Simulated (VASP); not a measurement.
# C (Fmmm) in VASP: notebook, part 2 of 3

VASP 6.6.1. Earlier steps stand in the parts before.

## Step 4: Single point, r2SCAN (strain -0.0200 x Voigt [0, 0, 0, 1, 0, 0])

File POSCAR:

```
C
1.0
   -2.4291088834      2.4048177946      2.4048177946
    2.4291088834     -2.4533999722      2.4533999722
    2.4291088834      2.4533999722     -2.4533999722
C
8
Direct
    0.3254551632      0.0000000000      0.0000000000
    0.6745448368      0.6745448368      0.6745448368
    0.0000000000      0.3254551632      0.0000000000
    0.0000000000      0.0000000000      0.3254551632
    0.0000000000      0.6745448368      0.0000000000
    0.3254551632      0.3254551632      0.3254551632
    0.6745448368      0.0000000000      0.0000000000
    0.0000000000      0.0000000000      0.6745448368
```

File INCAR.step1:

```
SYSTEM = C
PREC     = Accurate       ! precision mode
ENCUT    = 520            ! plane-wave cutoff, eV
ISMEAR   = 0              ! smearing method
SIGMA    = 0.05           ! smearing width, eV
LREAL    = .False.        ! projectors in reciprocal space
LASPH    = .True.         ! aspherical terms in the spheres
NELM     = 80             ! most SCF steps
NBANDS   = 26             ! bands
GGA      = PE             ! functional
ALGO     = Normal         ! electronic algorithm
EDIFF    = 1E-4           ! SCF threshold, eV
LWAVE    = .True.         ! write WAVECAR
LCHARG   = .False.        ! write CHGCAR
```

File INCAR.step2:

```
SYSTEM = C
PREC     = Accurate       ! precision mode
ENCUT    = 520            ! plane-wave cutoff, eV
EDIFF    = 1E-7           ! SCF threshold, eV
ISMEAR   = 0              ! smearing method
SIGMA    = 0.05           ! smearing width, eV
LREAL    = .False.        ! projectors in reciprocal space
LASPH    = .True.         ! aspherical terms in the spheres
NELM     = 80             ! most SCF steps
ALGO     = Normal         ! electronic algorithm
ISIF     = 2              ! what is computed and relaxed
LWAVE    = .False.        ! write WAVECAR
LCHARG   = .True.         ! write CHGCAR
METAGGA  = R2SCAN         ! meta-GGA
LMIXTAU  = .True.       
LELF     = .True.         ! ELF
LVHAR    = .True.       
NBANDS   = 26             ! bands
ISTART   = 1
```

File KPOINTS:

```
regular mesh
0
Gamma
  8 8 8
  0 0 0
```

Potentials or basis: VASP PAW PBE potentials, release 64 (C).

Launch:

```console
$ cat potpaw_PBE.64/C/POTCAR > POTCAR
$ cp INCAR.step1 INCAR
$ mpirun -np 1 vasp_std > vasp.out
$ cp INCAR.step2 INCAR
$ mpirun -np 1 vasp_std > vasp.out
```

OUTCAR:

```text
SYSTEM = C
   PREC = Accurate
   ENCUT = 520
   EDIFF = 1E-7
   ISMEAR = 0
   LREAL = .False.
   LASPH = .True.
   NELM = 80
   ISIF = 2
   METAGGA = R2SCAN
   ISTART = 1

 ion  position               nearest neighbor table
   1  0.325  0.000  0.000-   7 1.46   6 1.58   5 1.58   8 1.58
   2  0.675  0.675  0.675-   6 1.46   7 1.58   5 1.58   8 1.58
   3  0.000  0.325  0.000-   5 1.48   8 1.58   7 1.58   6 1.58
   4  0.000  0.000  0.325-   8 1.48   5 1.58   7 1.58   6 1.58
   5  0.000  0.675  0.000-   3 1.48   4 1.58   1 1.58   2 1.58
   6  0.325  0.325  0.325-   2 1.46   1 1.58   3 1.58   4 1.58
   7  0.675  0.000  0.000-   1 1.46   2 1.58   3 1.58   4 1.58
   8  0.000  0.000  0.675-   4 1.48   3 1.58   1 1.58   2 1.58

  LATTYP: Found a face centered orthorhombic cell.
 ALAT       =     4.8582177668
 B/A-ratio  =     1.4000714268
 C/A-ratio  =     1.4283556980

  Lattice vectors:

 A1 = (   0.0000000000,  -0.0485821776,   4.8582177668)
 A2 = (   2.4291088834,  -2.4533999722,   2.4533999722)
 A3 = (   2.4291088834,   2.4048177946,   2.4048177946)

Analysis of symmetry for initial positions (statically):
=====================================================================
 Subroutine PRICEL returns:
 Original cell was already a primitive cell.

 Routine SETGRP: Setting up the symmetry group for a
 face centered orthorhombic supercell.

 Subroutine GETGRP returns: Found  8 space group operations
 (whereof  8 operations were pure point group operations)
 out of a pool of  8 trial point group operations.

The static configuration has the point symmetry D_2h.

Analysis of symmetry for dynamics (positions and initial velocities):
=====================================================================
 Subroutine PRICEL returns:
 Original cell was already a primitive cell.

 Routine SETGRP: Setting up the symmetry group for a
 face centered orthorhombic supercell.

 Subroutine GETGRP returns: Found  8 space group operations
 (whereof  8 operations were pure point group operations)
 out of a pool of  8 trial point group operations.

The dynamic configuration has the point symmetry D_2h.

 Subroutine INISYM returns: Found  8 space group operations
 (whereof  8 operations are pure point group operations),
 and found     1 'primitive' translations

----------------------------------------------------------------------------------------

                                     Primitive cell

  volume of cell :      57.3268

  direct lattice vectors                    reciprocal lattice vectors
    -2.429108883  2.404817795  2.404817795     0.000000000  0.207915960  0.207915960
     2.429108883 -2.453399972  2.453399972     0.205836800  0.002058574  0.205857386
     2.429108883  2.453399972 -2.453399972     0.205836800  0.205857386  0.002058574

  length of vectors
     4.179338132  4.235435375  4.235435375     0.294037570  0.291119030  0.291119030

  position of ions in fractional coordinates (direct lattice)
     0.325455163  1.000000000  1.000000000
     0.674544837  0.674544837  0.674544837
     0.000000000  0.325455163  0.000000000
     0.000000000  0.000000000  0.325455163
     0.000000000  0.674544837  0.000000000
     0.325455163  0.325455163  0.325455163
     0.674544837  1.000000000  1.000000000
     0.000000000  0.000000000  0.674544837

  ion indices of the primitive-cell ions
[... 36 lines left out ...]
 Following reciprocal coordinates:
            Coordinates               Weight
  0.000000  0.000000  0.000000      1.000000
  0.125000  0.000000  0.000000      2.000000
  0.250000  0.000000  0.000000      2.000000
  0.375000  0.000000  0.000000      2.000000
  0.500000  0.000000  0.000000      1.000000
 -0.000000  0.125000 -0.000000      8.000000
[... 16 lines left out ...]
  0.125000  0.125000  0.125000      4.000000
  0.250000  0.125000  0.125000      4.000000
 [... further k-points ...]
   k-points           NKPTS =     95   k-points in BZ     NKDIM =     95   number of bands    NBANDS=     26
   number of dos      NEDOS =    301   number of ions     NIONS =      8
   total plane-waves  NPLWV =  32768
   dimension x,y,z NGX =    32 NGY =   32 NGZ =   32
   dimension x,y,z NGXF=    64 NGYF=   64 NGZF=   64
   ions per type =               8
   NGX,Y,Z   is equivalent  to a cutoff of  12.73, 12.56, 12.56 a.u.
   NGXF,Y,Z  is equivalent  to a cutoff of  25.46, 25.12, 25.12 a.u.
 SYSTEM =  C
   PREC   = accura    normal or accurate (medium, high low for compatibility)
   ISTART =      1    job   : 0-new  1-cont  2-samecut
   ICHARG =      0    charge: 1-file 2-atom 10-const
   ISPIN  =      1    spin polarized calculation?
   LNONCOLLINEAR =      F non collinear calculations
   LSORBIT =      F    spin-orbit coupling
   LASPH  =      T    aspherical Exc in radial PAW
   ENCUT  =  520.0 eV  38.22 Ry    6.18 a.u.   7.77  7.88  7.88*2*pi/ulx,y,z
   NELM   =     80;   NELMIN=  2; NELMDL=  0     # of ELM steps
   EDIFF  = 0.1E-06   stopping-criterion for ELM
   LREAL  =      F    real-space projection
   EDIFFG = 0.1E-05   stopping-criterion for IOM
   NSW    =      0    number of steps for IOM
   IBRION =     -1    ionic relax: 0-MD 1-quasi-New 2-CG
   NFREE  =      0    steps in history (QN), initial steepest desc. (CG)
   ISIF   =      2    stress and relaxation
   ISYM   =      2    0-nonsym 1-usesym 2-fastsym
   POTIM  = 0.5000    time-step for ionic-motion
   TEBEG  =    0.0;   TEEND  =   0.0 temperature during run
   PSTRESS=    0.0 pullay stress
   NELECT =      32.0000    total number of electrons
   NUPDOWN=      -1.0000    fix difference up-down
   EMIN   =  10.00;   EMAX   =-10.00  energy-range for DOS
   EFERMI =   0.00;   METHOD = LEGACY
   ISMEAR =     0;   SIGMA  =   0.05  broadening in eV -4-tet -1-fermi 0-gaus
   EFERMI_NEDOS =   21; number of points for ismear=-14 and -15
   IALGO  =     38    algorithm
   IMIX   =      4    mixing-type and parameters
     AMIX     =   0.40;   BMIX     =  1.00
     AMIX_MAG =   1.60;   BMIX_MAG =  1.00
  volume/ion in A,a.u.               =       7.17        48.36
  Fermi-wavevector in a.u.,A,eV,Ry     =   1.347945  2.547248 24.721200  1.816957
  Thomas-Fermi vector in A             =   2.475655
   LORBIT       =      0    0 simple, 1 ext, 2 COOP (PROOUT), +10 PAW based schemes
   METAGGA = R2SCAN    functional components
   LHFCALC =     F    Hartree Fock is set to
   AEXX    =    0.0000 exact exchange contribution
   IVDW    =     0    specifies the selected vdW correction
   LEPSILON=     F    determine dielectric tensor
   LRPA    =     F    only Hartree local field effects (RPA)
 non-spin polarized calculation
 Gauss-broadening in eV      SIGMA  =   0.05
  energy-cutoff  :      520.00
  volume of cell :       57.33
 maximum number of plane-waves:      1568
   NGX = 15   NGY = 15   NGZ = 15

 number of electron      32.0000001 magnetization

 Free energy of the ion-electron system (eV)
  ---------------------------------------------------
  ext. energy  EPLUGINS =         0.00000000
  ---------------------------------------------------
  free energy    TOTEN  =       -72.98994197 eV

  energy without entropy =      -72.98994197  energy(sigma->0) =      -72.98994197

 E-fermi :   6.9167     XC(G=0): -12.4578

 val. band max:        6.7194589047   @ k =   0.5000   0.5000   0.5000
 cond. band min:       9.7185586335   @ k =   0.1250   0.1250   0.1250
 fundamental gap:      2.9990997288
 Fermi energy:         6.9167335125

 k-point     1 :       0.0000    0.0000    0.0000
  band No.  band energies     occupation
      1     -15.4628      2.00000
      2      -7.0646      2.00000
      3      -6.9670      2.00000
      4      -6.8660      2.00000
      5      -6.1821      2.00000
      6      -6.0886      2.00000
[... 685 lines left out ...]
     25      18.6002      0.00000
     26      18.9696      0.00000

 [... further k-points ...]
[... 5 lines left out ...]
  --------------------------------------------------------------------------------------
  -------------------------------------------------------------------------------------
  Total        0.3293743      0.3240322      0.3240322      0.0000000      2.1652447      0.0000000
  in kB        9.2054027      9.0561003      9.0561003      0.0000000     60.5145859      0.0000000
  external PRESSURE =       9.1058678 kB  Pullay stress =       0.0000000 kB

 VOLUME and BASIS-vectors are now :
 -----------------------------------------------------------------------------
  energy-cutoff  :      520.00
  volume of cell :       57.33
      direct lattice vectors                 reciprocal lattice vectors
    -2.429108883  2.404817795  2.404817795     0.000000000  0.207915960  0.207915960
     2.429108883 -2.453399972  2.453399972     0.205836800  0.002058574  0.205857386
     2.429108883  2.453399972 -2.453399972     0.205836800  0.205857386  0.002058574

 POSITION                                       TOTAL-FORCE (eV/Angst)
 -----------------------------------------------------------------------------------
     -0.79057      0.78266      0.78266        -0.008504      0.011833      0.011833
      1.63854      1.62216      1.62216        -0.008504     -0.011833     -0.011833
      0.79057     -0.79847      0.79847         0.039490     -0.044345      0.044345
      0.79057      0.79847     -0.79847         0.039490      0.044345     -0.044345
      1.63854     -1.65493      1.65493        -0.039490      0.044345     -0.044345
      0.79057      0.78266      0.78266         0.008504      0.011833      0.011833
     -1.63854      1.62216      1.62216         0.008504     -0.011833     -0.011833
      1.63854      1.65493     -1.65493        -0.039490     -0.044345      0.044345
 -----------------------------------------------------------------------------------
    total drift:                               -0.000000     -0.000000      0.000000

  FREE ENERGIE OF THE ION-ELECTRON SYSTEM (eV)
  ---------------------------------------------------
  free  energy   TOTEN  =       -72.9899419704 eV

  energy  without entropy=      -72.9899419703  energy(sigma->0) =      -72.98994197
```

It took 4.5 min on 1 thread of Intel Xeon Platinum 8488C (Sapphire Rapids), shared host; peak memory 0.23 GiB.

Results:

```
Free energy            : -72.9899 eV
Pressure               : 0.9 GPa
Largest force          : 0.074 eV/Å
Band gap on the k mesh : 3.00 eV (least direct gap 4.00 eV)
```

Forces on the atoms (eV/Å):
```
C   -0.009  0.012  0.012
C   -0.009 -0.012 -0.012
C    0.039 -0.044  0.044
C    0.039  0.044 -0.044
C   -0.039  0.044 -0.044
C    0.009  0.012  0.012
C    0.009 -0.012 -0.012
C   -0.039 -0.044  0.044
```

Caveat: the cell differs from its parent crystal (strain -0.0200 x Voigt [0, 0, 0, 1, 0, 0]); the PAW data sets were made with another functional, which shifts forces and pressure a little.

## Step 5: Single point, r2SCAN (strain +0.0350 x Voigt [0, 0, 0, 1, 0, 0])

Edit POSCAR of step 4 so:

```diff
@@ -2,5 +2,5 @@
 1.0
-   -2.4291088834      2.4048177946      2.4048177946
-    2.4291088834     -2.4533999722      2.4533999722
-    2.4291088834      2.4533999722     -2.4533999722
+   -2.4291088834      2.4716182889      2.4716182889
+    2.4291088834     -2.3865994779      2.3865994779
+    2.4291088834      2.3865994779     -2.3865994779
 C
```

File INCAR.step1:

```
SYSTEM = C
ALGO = Normal
EDIFF = 1E-4
ENCUT = 520
GGA = PE
ISMEAR = 0
LASPH = .TRUE.
LCHARG = .FALSE.
LREAL = .FALSE.
LWAVE = .TRUE.
NBANDS = 26
NELM = 60
PREC = Accurate
SIGMA = 0.05
```

File INCAR.step2:

```
SYSTEM = C
ALGO = Normal
EDIFF = 1E-7
ENCUT = 520
ISIF = 2
ISMEAR = 0
ISTART = 1
LASPH = .TRUE.
LCHARG = .FALSE.
LMIXTAU = .TRUE.
LREAL = .FALSE.
LWAVE = .FALSE.
METAGGA = R2SCAN
NBANDS = 26
NELM = 60
PREC = Accurate
SIGMA = 0.05
```

File KPOINTS:

```
k-points
0
G
  8 8 8
  0 0 0
```

Potentials or basis: VASP PAW PBE potentials, release 64 (C).

Launch:

```console
$ cat potpaw_PBE.64/C/POTCAR > POTCAR
$ cp INCAR.step1 INCAR
$ mpirun -np 1 vasp_std > vasp.out
$ cp INCAR.step2 INCAR
$ mpirun -np 1 vasp_std > vasp.out
```

OUTCAR:

```text
SYSTEM = C
   EDIFF = 1E-7
   ENCUT = 520
   ISIF = 2
   ISMEAR = 0
   ISTART = 1
   LASPH = .TRUE.
   LREAL = .FALSE.
   METAGGA = R2SCAN
   NELM = 60
   PREC = Accurate

 ion  position               nearest neighbor table
   1  0.325  0.000  0.000-   7 1.49   6 1.58   5 1.58   8 1.58
   2  0.675  0.675  0.675-   6 1.49   7 1.58   5 1.58   8 1.58
   3  0.000  0.325  0.000-   5 1.45   8 1.58   7 1.58   6 1.58
   4  0.000  0.000  0.325-   8 1.45   5 1.58   7 1.58   6 1.58
   5  0.000  0.675  0.000-   3 1.45   4 1.58   1 1.58   2 1.58
   6  0.325  0.325  0.325-   2 1.49   1 1.58   3 1.58   4 1.58
   7  0.675  0.000  0.000-   1 1.49   2 1.58   3 1.58   4 1.58
   8  0.000  0.000  0.675-   4 1.45   3 1.58   1 1.58   2 1.58

  LATTYP: Found a face centered orthorhombic cell.
 ALAT       =     4.8582177668
 B/A-ratio  =     1.3894648250
 C/A-ratio  =     1.4389622997

  Lattice vectors:

 A1 = (   0.0000000000,   4.8582177668,   0.0850188110)
 A2 = (   2.4291088834,   2.4716182889,   2.4716182889)
 A3 = (   2.4291088834,   2.3865994779,  -2.3865994779)
[... 183 lines left out ...]
  free energy    TOTEN  =       -72.94524007 eV

  energy without entropy =      -72.94524007  energy(sigma->0) =      -72.94524007

 E-fermi :   7.0049     XC(G=0): -12.4599

 val. band max:        6.8088054650   @ k =   0.5000   0.5000   0.5000
 cond. band min:       9.6797435525   @ k =   0.1250  -0.3750   0.1250
 fundamental gap:      2.8709380875
 Fermi energy:         7.0048961930

 k-point     1 :       0.0000    0.0000    0.0000
  band No.  band energies     occupation
      1     -15.4656      2.00000
      2      -7.1373      2.00000
      3      -6.9691      2.00000
      4      -6.7901      2.00000
      5      -6.2520      2.00000
      6      -6.0901      2.00000
[... 685 lines left out ...]
     25      19.0956      0.00000
     26      19.4305      0.00000

 [... further k-points ...]
[... 5 lines left out ...]
  --------------------------------------------------------------------------------------
  -------------------------------------------------------------------------------------
  Total        0.3623484      0.3460673      0.3460673      0.0000000     -3.7856179      0.0000000
  in kB       10.1290578      9.6739368      9.6739368      0.0000000   -105.8228479      0.0000000
  external PRESSURE =       9.8256438 kB  Pullay stress =       0.0000000 kB

 VOLUME and BASIS-vectors are now :
 -----------------------------------------------------------------------------
  energy-cutoff  :      520.00
  volume of cell :       57.31
      direct lattice vectors                 reciprocal lattice vectors
    -2.429108883  2.471618289  2.471618289     0.000000000  0.202296610  0.202296610
     2.429108883 -2.386599478  2.386599478     0.205836800 -0.003603248  0.205899857
     2.429108883  2.386599478 -2.386599478     0.205836800  0.205899857 -0.003603248

 POSITION                                       TOTAL-FORCE (eV/Angst)
 -----------------------------------------------------------------------------------
     -0.79057      0.80440      0.80440        -0.041958      0.055890      0.055890
      1.63854      1.66722      1.66722        -0.041958     -0.055890     -0.055890
      0.79057     -0.77673      0.77673        -0.013126      0.002005     -0.002005
      0.79057      0.77673     -0.77673        -0.013126     -0.002005      0.002005
      1.63854     -1.60987      1.60987         0.013126     -0.002005      0.002005
      0.79057      0.80440      0.80440         0.041958      0.055890      0.055890
     -1.63854      1.66722      1.66722         0.041958     -0.055890     -0.055890
      1.63854      1.60987     -1.60987         0.013126      0.002005     -0.002005
 -----------------------------------------------------------------------------------
    total drift:                               -0.000000     -0.000000      0.000000

  FREE ENERGIE OF THE ION-ELECTRON SYSTEM (eV)
  ---------------------------------------------------
  free  energy   TOTEN  =       -72.9452400697 eV

  energy  without entropy=      -72.9452400697  energy(sigma->0) =      -72.94524007
```

OSZICAR.step1:

```text
N       E                     dE             d eps       ncg     rms          rms(c)
DAV:   1     0.890970948424E+02    0.89097E+02   -0.16336E+04  4940   0.117E+03
DAV:   2    -0.642509714926E+02   -0.15335E+03   -0.14123E+03  6602   0.237E+02
DAV:   3    -0.709474472662E+02   -0.66965E+01   -0.66241E+01  6626   0.446E+01
DAV:   4    -0.710324248304E+02   -0.84978E-01   -0.84845E-01  6398   0.559E+00
DAV:   5    -0.710344585881E+02   -0.20338E-02   -0.20326E-02  6630   0.814E-01    0.110E+01
DAV:   6    -0.684180203412E+02    0.26164E+01   -0.21961E+00  6030   0.763E+00    0.639E+00
DAV:   7    -0.676383856133E+02    0.77963E+00   -0.19484E+00  6312   0.731E+00    0.187E+00
DAV:   8    -0.676504436351E+02   -0.12058E-01   -0.11290E-01  6146   0.196E+00    0.500E-01
DAV:   9    -0.676537293769E+02   -0.32857E-02   -0.91963E-03  6426   0.557E-01    0.141E-01
DAV:  10    -0.676541870402E+02   -0.45766E-03   -0.13793E-03  6484   0.213E-01    0.413E-02
DAV:  11    -0.676542179476E+02   -0.30907E-04   -0.56561E-05  4576   0.498E-02
   1 F= -.67654218E+02 E0= -.67654218E+02  d E =-.667731E-18
```

Run time: 4.5 min. Hardware: 1 thread of Intel Xeon Platinum 8488C (Sapphire Rapids), shared host; peak memory 0.23 GiB.

Results:

* Free energy: -72.9452 eV
* Pressure: 1.0 GPa
* Largest force: 0.089 eV/Å
* Band gap on the k mesh: 2.87 eV (least direct gap 3.90 eV)

Forces in eV/Å, atoms in the order of the input:
```
C   -0.042  0.056  0.056
C   -0.042 -0.056 -0.056
C   -0.013  0.002 -0.002
C   -0.013 -0.002  0.002
C    0.013 -0.002  0.002
C    0.042  0.056  0.056
C    0.042 -0.056 -0.056
C    0.013  0.002 -0.002
```

Stress tensor (GPa, compression positive):
```
  1.01   0.00   0.00
  0.00   0.97 -10.58
  0.00 -10.58   0.97
```

Caveat: the cell differs from its parent crystal (strain +0.0350 x Voigt [0, 0, 0, 1, 0, 0]); the PAW data sets were made with another functional, which shifts forces and pressure a little. A k mesh can miss the band edges.

(Part 2 of 3 ends here.)
